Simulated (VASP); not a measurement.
Na3HgS2, 12 atoms in the cell. The typed cell holds 12 atoms: a = 6.989 Å, b = 6.487 Å, c = 7.958 Å, α = 65.67°, β = 115.90°, γ = 90.36°. 

* Program: VASP 6.6.1
* Task: single point
* Functional: r2SCAN
* Potentials or basis: VASP PAW PBE potentials, release 64 (Hg, Na_pv, S)
* Cutoff: 520 eV
* k mesh: 3 × 3 × 3
* Occupations: fermi-dirac, width 0.1 eV
* Spin: no spin polarisation
* Dipole correction: no
* Further INCAR settings: ALGO = Normal; EDIFF = 1e-06

Potentials or basis: VASP PAW PBE potentials, release 64 (Hg, Na_pv, S).

Run with:

```sh
$ cat potpaw_PBE.64/Hg/POTCAR potpaw_PBE.64/Na_pv/POTCAR potpaw_PBE.64/S/POTCAR > POTCAR
$ cp INCAR.step1 INCAR
$ mpirun -np 1 vasp_std > vasp.out
$ cp INCAR.step2 INCAR
$ mpirun -np 1 vasp_std > vasp.out
```

Hardware: 1 thread of AMD EPYC 9R45 (Zen 5), with other jobs on the host.

Task: Estimate the wall time of this run.

Result: Wall time 11 min on 1 thread of AMD EPYC 9R45 (Zen 5), on a shared host, peak memory 0.49 GiB. Counts: k points 14.
